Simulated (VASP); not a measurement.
A run of VASP 6.6.1 is set up as follows.

Contents of INCAR:

```
SYSTEM = SrBr3
PREC = Accurate
ENCUT = 600
EDIFF = 1E-6
ISMEAR = 0
SIGMA = 0.1
LREAL = .False.
LASPH = .True.
NELM = 60
ALGO = Normal
ISIF = 3
LWAVE = .False.
LCHARG = .False.
GGA = PE
IBRION = 2
NSW = 100
EDIFFG = -0.01
```

Contents of KPOINTS:

```
Automatic mesh
0
Gamma
  10 10 10
  0 0 0
```

POSCAR

```
SrBr3
1.0
    4.9063756211      0.0000000000      0.0000000000
    0.0000000000      4.9063756211      0.0000000000
    0.0000000000      0.0000000000      4.9063756211
Sr Br
1 3
Direct
    0.0000000000      0.0000000000      0.0000000000
    0.0000000000      0.5000000000      0.5000000000
    0.5000000000      0.0000000000      0.5000000000
    0.5000000000      0.5000000000      0.0000000000
```

Potentials or basis: VASP PAW PBE potentials, release 64 (Sr_sv, Br).

Command:

```sh
$ cat potpaw_PBE.64/Sr_sv/POTCAR potpaw_PBE.64/Br/POTCAR > POTCAR
$ mpirun -np 1 vasp_std > vasp.out
```

**Question.** Predict the band gap on the k mesh.

**Answer.** Zero (an odd number of electrons rules out a gap without spin polarisation).

**Question.** Predict the space group after relaxing (to 0.1 Å).

**Answer.** Pm-3m (No. 221).

Final structure:
```
Sr Br
1.0
     4.91192    0.00000    0.00000
     0.00000    4.91192    0.00000
     0.00000    0.00000    4.91192
Sr Br
1 3
Direct
  0.00000 0.00000 0.00000
  0.00000 0.50000 0.50000
  0.50000 0.00000 0.50000
  0.50000 0.50000 0.00000
```

Caveat: an odd number of electrons without spin polarisation forces a metal; a magnetic or distorted state may lie lower.
